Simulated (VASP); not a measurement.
# B2RhN3 (P-3m1) in VASP: further runs, part 2 of 2

VASP 6.6.1. The steps go on from the part before.

## Step 3: Relaxation of cell and atoms, PBEsol

This run uses another cell than the first one, of 9.29 Å³/atom.

INCAR

```
SYSTEM = B2RhN3
PREC     = Accurate       ! precision mode
ENCUT    = 600            ! plane-wave cutoff, eV
EDIFF    = 1E-6           ! SCF threshold, eV
ISMEAR   = -1             ! smearing method
SIGMA    = 0.03           ! smearing width, eV
LREAL    = .False.        ! projectors in reciprocal space
LASPH    = .True.         ! aspherical terms in the spheres
NELM     = 80             ! most SCF steps
ALGO     = Normal         ! electronic algorithm
ISIF     = 3              ! what is computed and relaxed
LWAVE    = .False.        ! write WAVECAR
LCHARG   = .False.        ! write CHGCAR
GGA      = PS             ! functional
IBRION   = 2              ! ionic algorithm
NSW      = 100            ! ionic steps
EDIFFG   = -0.01          ! ionic threshold
```

KPOINTS

```
regular mesh
0
Gamma
  9 9 4
  0 0 0
```

POSCAR

```
B2RhN3
1.0
    2.9636938900      0.0000000000      0.0000000000
   -1.4818469500      2.5666342000      0.0000000000
    0.0000000000      0.0000000000      7.3300053300
B Rh N
2 1 3
Direct
    0.3333333300      0.6666666700      0.6790233900
    0.6666666700      0.3333333300      0.3209766100
    0.0000000000      0.0000000000      0.0000000000
    0.3333333300      0.6666666700      0.1429916000
    0.6666666700      0.3333333300      0.8570084000
    0.0000000000      0.0000000000      0.5000000000
```

Potentials or basis: VASP PAW PBE potentials, release 64 (B, Rh_pv, N).

On the command line:

```sh
> cat potpaw_PBE.64/B/POTCAR potpaw_PBE.64/Rh_pv/POTCAR potpaw_PBE.64/N/POTCAR > POTCAR
> mpirun -np 1 vasp_std > vasp.out
```

OUTCAR:

```text
SYSTEM = B2RhN3
   PREC = Accurate
   ENCUT = 600
   EDIFF = 1E-6
   ISMEAR = -1
   LREAL = .False.
   LASPH = .True.
   NELM = 80
   ISIF = 3
   GGA = PS
   IBRION = 2
   NSW = 100
   EDIFFG = -0.01

 ion  position               nearest neighbor table
   1  0.333  0.667  0.679-
   2  0.667  0.333  0.321-
   3  0.000  0.000  0.000-   4 2.01   5 2.01   5 2.01   4 2.01   5 2.01   4 2.01
   4  0.333  0.667  0.143-   3 2.01   3 2.01   3 2.01
   5  0.667  0.333  0.857-   3 2.01   3 2.01   3 2.01
   6  0.000  0.000  0.500-

  LATTYP: Found a hexagonal cell.
 ALAT       =     2.9636938900
 C/A-ratio  =     2.4732666740

  Lattice vectors:

 A1 = (   2.9636938900,   0.0000000000,   0.0000000000)
 A2 = (  -1.4818469500,   2.5666342000,   0.0000000000)
 A3 = (   0.0000000000,   0.0000000000,   7.3300053300)

Analysis of symmetry for initial positions (statically):
[... 905 lines left out ...]

 [... further k-points ...]

[... ionic steps 4 to 25 ...]

--------------------------------------- Ionic step       26  -------------------------------------------

 number of electron      36.0000001 magnetization

------------------------ aborting loop because EDIFF is reached ----------------------------------------
[... 75 lines left out ...]
--------------------------------------- Ionic step       28  -------------------------------------------

 number of electron      36.0000002 magnetization

 Free energy of the ion-electron system (eV)
  ---------------------------------------------------
  ext. energy  EPLUGINS =         0.00000000
  ---------------------------------------------------
  free energy    TOTEN  =       -44.79884229 eV

  energy without entropy =      -44.79044503  energy(sigma->0) =      -44.79464366

 E-fermi :   9.5944     XC(G=0): -13.6492

 val. band max:        9.5738844426   @ k =   0.2222   0.1111   0.0000
 cond. band min:       9.6328305782   @ k =  -0.1111   0.3333   0.2500
 fundamental gap:      0.0589461356
 Fermi energy:         9.5944346684

 k-point     1 :       0.0000    0.0000    0.0000
  band No.  band energies     occupation
      1     -36.8849      2.00000
      2     -36.6232      2.00000
      3     -36.6232      2.00000
      4     -10.7734      2.00000
      5      -9.6402      2.00000
      6      -6.1705      2.00000
[... 624 lines left out ...]
  FREE ENERGIE OF THE ION-ELECTRON SYSTEM (eV)
  ---------------------------------------------------
  free  energy   TOTEN  =       -44.7988422874 eV

  energy  without entropy=      -44.7904450330  energy(sigma->0) =      -44.79464366

 reached required accuracy - stopping structural energy minimisation
```

CONTCAR:

```text
B2RhN3
   1.00000000000000
     2.5644483653832446    0.0000000007568808   -0.0000000000000000
    -1.2822241863625832    2.2208774320753664   -0.0000000000000000
    -0.0000000000000000    0.0000000000000000    7.5972724738912500
  B               Rh              N
     2     1     3
Direct
     0.3333333300000021    0.6666666699999979    0.6749765780380182
     0.6666666699999979    0.3333333300000021    0.3250234219619819
     0.0000000000000000    0.0000000000000000    0.0000000000000000
     0.3333333300000021    0.6666666699999979    0.2487705217674178
     0.6666666699999979    0.3333333300000021    0.7512294782325822
     0.0000000000000000    0.0000000000000000    0.5000000000000000

  0.00000000E+00  0.00000000E+00  0.00000000E+00
  0.00000000E+00  0.00000000E+00  0.00000000E+00
  0.00000000E+00  0.00000000E+00  0.00000000E+00
  0.00000000E+00  0.00000000E+00  0.00000000E+00
  0.00000000E+00  0.00000000E+00  0.00000000E+00
  0.00000000E+00  0.00000000E+00  0.00000000E+00
```

Run time: 19 min. Hardware: 1 thread of Oxide Virtual Turin-like, shared host; peak memory 0.21 GiB.

What came out:

```
Free energy                           : -44.7988 eV
Relaxed volume                        : 7.21 Å³/atom
Relaxed cell                          : a = 2.564 Å, b = 2.564 Å, c = 7.597 Å, α = 90.00°, β = 90.00°, γ = 120.00°
Space group after relaxing (to 0.1 Å) : P-3m1 (No. 164)
Energy gained by relaxing             : 1064.4 meV/atom
Ionic steps                           : 28
Pressure after relaxing               : 0.2 GPa
Largest force after relaxing          : 0.009 eV/Å
Band gap on the k mesh                : zero (bands 18 and 19 overlap by 0.70 eV)
```

Forces in eV/Å, atoms in the order of the input:
```
B    0.000  0.000  0.009
B    0.000  0.000 -0.009
Rh   0.000  0.000  0.000
N    0.000  0.000 -0.001
N    0.000  0.000  0.001
N    0.000  0.000  0.000
```

Step by step:
```tsv
step	energy change (eV)	largest force (eV/Å)	pressure (GPa)	volume (Å³)
1	0.0000	3.8543	-24.48	55.76
2	-3.2492	5.5669	0.43	45.06
3	-3.6477	5.6075	63.92	37.24
4	-3.8870	5.8610	34.55	39.95
5	-5.1350	2.2083	27.00	38.98
6	-5.3039	2.0309	27.93	38.51
7	-5.9000	1.0988	4.51	40.55
8	-6.0324	0.9892	-12.35	42.55
9	-6.0360	0.9502	-10.34	42.27
10	-6.1436	0.9847	-4.83	41.57
11	-6.2056	0.9421	4.54	40.59
12	-6.2628	0.6106	3.98	40.78
13	-6.3176	0.2782	4.60	41.24
14	-6.3184	0.1861	4.40	41.19
15	-6.3349	0.2943	-1.52	42.04
16	-6.3351	0.3078	-2.16	42.13
17	-6.3492	0.3184	-1.46	42.22
18	-6.3705	0.2550	1.32	42.45
19	-6.3801	0.1382	1.30	42.68
20	-6.3851	0.0249	1.41	42.95
21	-6.3852	0.0526	1.46	43.01
22	-6.3861	0.0397	-0.36	43.27
23	-6.3862	0.0329	-0.04	43.22
24	-6.3863	0.0333	-0.07	43.23
25	-6.3865	0.0350	-0.04	43.26
26	-6.3865	0.0356	-0.06	43.27
27	-6.3866	0.0132	0.12	43.27
28	-6.3866	0.0094	0.19	43.27
```

Final structure:
```xyz
6
Lattice="2.5644 0.0000 0.0000 -1.2822 2.2209 0.0000 0.0000 0.0000 7.5973" Properties=species:S:1:pos:R:3 pbc="T T T"
B     0.0000    1.4806    5.1280
B     1.2822    0.7403    2.4693
Rh    0.0000    0.0000    0.0000
N     0.0000    1.4806    1.8900
N     1.2822    0.7403    5.7073
N     0.0000    0.0000    3.7986
```

Levels at points of the mesh, in eV from the Fermi level:
```csv
k point,band 15,band 16,band 17,band 18,band 19,band 20,band 21,band 22
"(0.00, 0.00, 0.00)",-1.82,-0.64,-0.22,-0.22,0.64,0.64,4.16,7.71
"(0.00, 0.00, 0.50)",-1.79,-1.56,-0.22,-0.22,0.66,0.66,5.05,7.36
```

Caveat: the volume moved by over 15 % at a fixed basis, so the end points are rough; the PAW data sets were made with another functional, which shifts forces and pressure a little.

The gap in the log of VASP goes by the Fermi energy; the results here count the filled bands.